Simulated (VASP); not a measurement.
Here is a VASP 6.6.1 calculation.

INCAR

```
SYSTEM = Zr
PREC = Accurate ; ENCUT = 400
EDIFF = 1E-8 ; ISMEAR = -1
SIGMA = 0.08 ; LREAL = .FALSE.
LASPH = .TRUE. ; NELM = 120
ALGO = Normal ; ISIF = 2
LWAVE = .FALSE. ; LCHARG = .FALSE.
GGA = PE ; LEFG = .TRUE.
NBANDS = 12 ; GGA_COMPAT = .FALSE.
```

Contents of KPOINTS:

```
Automatic mesh
0
G
  14 14 14
  0 0 0
```

File POSCAR:

```
Zr
1.0
   -1.8396774058      1.8396774058      1.8396774058
    1.8396774058     -1.8396774058      1.8396774058
    1.8396774058      1.8396774058     -1.8396774058
Zr
1
Direct
    0.0000000000      0.0000000000      0.0000000000
```

Potentials or basis: VASP PAW PBE potentials, release 64 (Zr_sv).

Run with:

```sh
$ cat potpaw_PBE.64/Zr_sv/POTCAR > POTCAR
$ mpirun -np 1 vasp_std > vasp.out
```

(1) Predict the band gap on the k mesh.

(2) What does it give for the pressure?

Results:

(1) zero (bands 6 and 7 overlap by 1.68 eV).

(2) -6.7 GPa.

Caveat: the cell stands under tension.
